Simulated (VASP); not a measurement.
# SiNi3 (Pm-3m) in VASP: a series of runs, part 2 of 2

VASP 6.6.1. The steps go on from the part before.

## Step 4: Electric field gradients, LDA, collinear spin, ferromagnetic start

INCAR reads:

```
SYSTEM = SiNi3
  PREC = Accurate
  ENCUT = 520
  EDIFF = 1E-8
  ISMEAR = -1
  SIGMA = 0.05
  LREAL = .False.
  LASPH = .True.
  NELM = 200
  ALGO = Normal
  ISIF = 2
  LWAVE = .False.
  LCHARG = .False.
  ISPIN = 2
  MAGMOM = 0 1.5 1.5 1.5
  LORBIT = 11
  LMAXMIX = 4
  LEFG = .True.
  NBANDS = 29
  GGA_COMPAT = .False.
```

KPOINTS reads:

```
Automatic mesh
0
Gamma
  13 13 13
  0 0 0
```

POSCAR reads:

```
SiNi3
1.0
    3.5511000000      0.0000000000      0.0000000000
    0.0000000000      3.5511000000      0.0000000000
    0.0000000000      0.0000000000      3.5511000000
Si Ni
1 3
Direct
    0.0000000000      0.0000000000      0.0000000000
    0.0000000000      0.5000000000      0.5000000000
    0.5000000000      0.0000000000      0.5000000000
    0.5000000000      0.5000000000      0.0000000000
```

Potentials or basis: VASP PAW LDA potentials, release 64 (Si, Ni).

Launch:

```bash
$ cat potpaw_LDA.64/Si/POTCAR potpaw_LDA.64/Ni/POTCAR > POTCAR
$ mpirun -np 1 vasp_std > vasp.out
```

OUTCAR:

```text
SYSTEM = SiNi3
   PREC = Accurate
   ENCUT = 520
   EDIFF = 1E-8
   ISMEAR = -1
   LREAL = .False.
   LASPH = .True.
   NELM = 200
   ISIF = 2
   ISPIN = 2
   LORBIT = 11

 ion  position               nearest neighbor table
   1  0.000  0.000  0.000-   2 2.51   3 2.51   4 2.51   2 2.51   3 2.51   2 2.51   4 2.51   2 2.51
                             3 2.51   4 2.51   3 2.51   4 2.51
   2  0.000  0.500  0.500-   1 2.51   3 2.51   4 2.51   1 2.51   4 2.51   1 2.51   3 2.51   1 2.51
                             3 2.51   4 2.51   4 2.51   3 2.51
   3  0.500  0.000  0.500-   1 2.51   2 2.51   4 2.51   1 2.51   4 2.51   2 2.51   4 2.51   4 2.51
                             1 2.51   2 2.51   1 2.51   2 2.51
   4  0.500  0.500  0.000-   1 2.51   2 2.51   3 2.51   2 2.51   3 2.51   1 2.51   3 2.51   3 2.51
                             1 2.51   2 2.51   2 2.51   1 2.51

  LATTYP: Found a simple cubic cell.
 ALAT       =     3.5511000000

  Lattice vectors:

 A1 = (   3.5511000000,   0.0000000000,   0.0000000000)
 A2 = (   0.0000000000,   3.5511000000,   0.0000000000)
 A3 = (   0.0000000000,   0.0000000000,   3.5511000000)

Analysis of symmetry for initial positions (statically):
=====================================================================
 Subroutine PRICEL returns:
 Original cell was already a primitive cell.

 Routine SETGRP: Setting up the symmetry group for a
 simple cubic supercell.

 Subroutine GETGRP returns: Found 48 space group operations
 (whereof 48 operations were pure point group operations)
 out of a pool of 48 trial point group operations.

The static configuration has the point symmetry O_h .

Analysis of symmetry for dynamics (positions and initial velocities):
=====================================================================
 Subroutine PRICEL returns:
 Original cell was already a primitive cell.

 Routine SETGRP: Setting up the symmetry group for a
 simple cubic supercell.
[... 1740 lines left out ...]
     0.000000000  3.551100000  0.000000000     0.000000000  0.281602884  0.000000000
     0.000000000  0.000000000  3.551100000     0.000000000  0.000000000  0.281602884

 POSITION                                       TOTAL-FORCE (eV/Angst)
 -----------------------------------------------------------------------------------
      0.00000      0.00000      0.00000         0.000000      0.000000      0.000000
      0.00000      1.77555      1.77555         0.000000      0.000000      0.000000
      1.77555      0.00000      1.77555         0.000000      0.000000      0.000000
      1.77555      1.77555      0.00000         0.000000      0.000000      0.000000
 -----------------------------------------------------------------------------------
    total drift:                                0.000000      0.000000      0.000000

  FREE ENERGIE OF THE ION-ELECTRON SYSTEM (eV)
  ---------------------------------------------------
  free  energy   TOTEN  =       -27.6075004799 eV

  energy  without entropy=      -27.5906317864  energy(sigma->0) =      -27.59906613

 Electric field gradients (V/A^2)
---------------------------------------------------------------------
 ion       V_xx      V_yy      V_zz      V_xy      V_xz      V_yz
---------------------------------------------------------------------
   1      -0.000    -0.000     0.000     0.000     0.000    -0.000
   2     -39.928    19.964    19.964    -0.000    -0.000     0.000
   3      19.964   -39.928    19.964    -0.000    -0.000     0.000
   4      19.964    19.964   -39.928    -0.000    -0.000     0.000
---------------------------------------------------------------------

 Electric field gradients after diagonalization (V/A^2)
 (convention: |V_zz| > |V_xx| > |V_yy|)
----------------------------------------------------------------------
 ion       V_xx      V_yy      V_zz     asymmetry (V_yy - V_xx)/ V_zz
----------------------------------------------------------------------
   1      -0.000    -0.000     0.000       0.281
   2      19.964    19.964   -39.928       0.000
   3      19.964    19.964   -39.928       0.000
   4      19.964    19.964   -39.928       0.000
----------------------------------------------------------------------

           NMR quadrupolar parameters

 Cq : quadrupolar parameter    Cq=e*Q*V_zz/h
 eta: asymmetry parameters     (V_yy - V_xx)/ V_zz
 Q  : nuclear electric quadrupole moment in mb (millibarn)
----------------------------------------------------------------------
 ion       Cq(MHz)       eta       Q (mb)
----------------------------------------------------------------------
   1       0.000       0.281       1.000
   2      -0.097       0.000       1.000
   3      -0.097       0.000       1.000
   4      -0.097       0.000       1.000
----------------------------------------------------------------------

 total charge

# of ion       s       p       d       tot
------------------------------------------
    1        0.736   0.799   0.000   1.535
    2        0.472   0.531   8.407   9.410
    3        0.472   0.531   8.407   9.410
    4        0.472   0.531   8.407   9.410
--------------------------------------------------
tot          2.151   2.391  25.222  29.763

 magnetization (x)

# of ion       s       p       d       tot
------------------------------------------
    1       -0.000  -0.000   0.000  -0.000
    2        0.000   0.000   0.000   0.000
    3        0.000   0.000   0.000   0.000
    4        0.000   0.000   0.000   0.000
--------------------------------------------------
tot         -0.000  -0.000   0.000  -0.000
```

OSZICAR:

```text
N       E                     dE             d eps       ncg     rms          rms(c)
DAV:   1     0.203925030293E+03    0.20393E+03   -0.14642E+04 10008   0.153E+03
DAV:   2    -0.165039597617E+02   -0.22043E+03   -0.20452E+03  9759   0.300E+02
DAV:   3    -0.305851029727E+02   -0.14081E+02   -0.13207E+02 10971   0.925E+01
DAV:   4    -0.308490113063E+02   -0.26391E+00   -0.26329E+00 11004   0.123E+01
DAV:   5    -0.308567142836E+02   -0.77030E-02   -0.77023E-02 11855   0.184E+00    0.210E+01
DAV:   6    -0.319209061973E+02   -0.10642E+01   -0.28166E+01 11686   0.954E+01    0.200E+01
DAV:   7    -0.276637768212E+02    0.42571E+01   -0.10826E+01 12042   0.543E+01    0.373E+00
DAV:   8    -0.276241846645E+02    0.39592E-01   -0.29146E-01 11666   0.406E+00    0.148E+00
DAV:   9    -0.276107681015E+02    0.13417E-01   -0.15903E-02 14276   0.133E+00    0.719E-01
DAV:  10    -0.276085496423E+02    0.22185E-02   -0.10581E-03 12663   0.362E-01    0.350E-01
DAV:  11    -0.276075140357E+02    0.10356E-02   -0.35755E-04 12579   0.310E-01    0.940E-02
DAV:  12    -0.276074982556E+02    0.15780E-04   -0.12924E-04 12772   0.107E-01    0.515E-02
DAV:  13    -0.276075005938E+02   -0.23382E-05   -0.97341E-06 11006   0.390E-02    0.143E-02
DAV:  14    -0.276075005238E+02    0.69980E-07   -0.81198E-07 13875   0.824E-03    0.736E-03
DAV:  15    -0.276075004815E+02    0.42325E-07   -0.20176E-07 13520   0.642E-03    0.145E-03
DAV:  16    -0.276075004799E+02    0.16043E-08   -0.39956E-08 10252   0.184E-03
   1 F= -.27607500E+02 E0= -.27599066E+02  d E =-.168687E-01  mag=    -0.0000
```

stdout:

```text
POSCAR found type information on POSCAR SiNi
 POSCAR found :  2 types and       4 ions
 scaLAPACK will be used
 LDA part: xc-table for (Slater(with rela. corr.)+CA(PZ))
 , standard interpolation
 POSCAR, INCAR and KPOINTS ok, starting setup
 FFT: planning ... GRIDC
 FFT: planning ... GRID_SOFT
 FFT: planning ... GRID
 WAVECAR not read
 entering main loop
ion   1

ion   2

ion   3

ion   4
```

It took 5.7 min on 1 thread of Intel Xeon 8259CL, shared host; peak memory 0.26 GiB.

Results:

| Item | Value |
| --- | --- |
| Free energy | -27.6075 eV |
| Pressure | -21.1 GPa |
| Band gap on the k mesh | zero (filled and empty bands overlap) |
| Net moment | 0.00 μB per cell |
| Valence electrons inside the program's atomic spheres | Si 1.53; Ni 9.41 |

Electric field gradients, principal values (V/Å²):
| atom | least | middle | greatest (by size) |
| --- | --- | --- | --- |
| 1 Si | 0.000 | 0.000 | 0.000 |
| 2 Ni | 19.964 | 19.964 | -39.928 |
| 3 Ni | 19.964 | 19.964 | -39.928 |
| 4 Ni | 19.964 | 19.964 | -39.928 |

Caveat: the starting moments collapsed, and a magnetic state may lie lower; without QUAD_EFG the Cq values of the log hold for a quadrupole moment of 1 mb, not for the nuclei.
